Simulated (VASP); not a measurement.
Set up this calculation in VASP 6.6.1, as the native input.

```yaml
Task: single point
Functional: PBE
Potentials_or_basis: VASP PAW PBE potentials, release 64 (Cr_pv)
Cutoff: 520 eV
k_mesh: 20 × 20 × 20
Occupations: gaussian, width 0.1 eV
Spin: no spin polarisation
Dipole_correction: no
Further_INCAR_settings: ALGO = Normal; EDIFF = 1e-06; NBANDS = 12
```

The structure of Cr lies in POSCAR:

```
Cr
1.0
    0.0000000000      1.7925486162      1.7925486162
    1.7925486162      0.0000000000      1.7925486162
    1.7925486162      1.7925486162      0.0000000000
Cr
1
Direct
    0.0000000000      0.0000000000      0.0000000000
```

This cell differs from its parent crystal: volume scaled by 0.97.

The input as run:

INCAR

```
SYSTEM = Cr
  PREC = Accurate
  ENCUT = 520
  EDIFF = 1E-6
  ISMEAR = 0
  SIGMA = 0.1
  LREAL = .FALSE.
  LASPH = .TRUE.
  NELM = 60
  ALGO = Normal
  ISIF = 2
  LWAVE = .FALSE.
  LCHARG = .FALSE.
  GGA = PE
  NBANDS = 12
```

KPOINTS

```
regular mesh
0
G
  20 20 20
  0 0 0
```

Potentials or basis: VASP PAW PBE potentials, release 64 (Cr_pv).

Command:

```sh
$ cat potpaw_PBE.64/Cr_pv/POTCAR > POTCAR
$ mpirun -np 1 vasp_std > vasp.out
```

It gave:

```yaml
Pressure: 6.9 GPa
Band_gap_on_the_k_mesh: zero (band 6 reaches 13.37 eV, above the bottom of band 7 at 10.31 eV)
```

Caveat: the run has no spin polarisation, though such a crystal can be magnetic.

Wall time 34 s on 1 thread of Intel Xeon 8259CL (shared host), peak memory 0.15 GiB.
